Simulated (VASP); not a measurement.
**BiTe: single point with LDA**

The system is BiTe.

```
Bi Te
1.0
     2.40645    1.38936    3.29503
    -2.40645    1.38936    3.29503
     0.00000   -2.77873    3.29503
Bi Te
1 1
Direct
  0.50000 0.50000 0.50000
  0.00000 0.00000 0.00000
```

This cell differs from its parent crystal: volume scaled by 0.98.

```yaml
Program: VASP 6.6.1
Task: single point
Functional: LDA
Potentials_or_basis: VASP PAW LDA potentials, release 64 (Bi_d, Te)
Cutoff: 520 eV
k_mesh: 7 × 7 × 7
Occupations: fermi-dirac, width 0.05 eV
Spin: no spin polarisation
```

```yaml
Pressure: -2.5 GPa
```

Stress tensor (GPa, compression positive):
```
-2.53  0.00  0.00
 0.00 -2.53  0.00
 0.00  0.00 -2.32
```

Levels at points of the mesh, in eV from the Fermi level:
```tsv
k point	band 8	band 9	band 10	band 11	band 12	band 13
(0.00, 0.00, 0.00)	-2.95	-2.95	-1.61	1.90	2.52	2.52
```

Run time: 45 s on 1 thread of Intel Xeon 6975P-C, on a shared host, peak memory 0.19 GiB.

Caveat: spin-orbit coupling is left out, which moves the levels of the heavy elements.
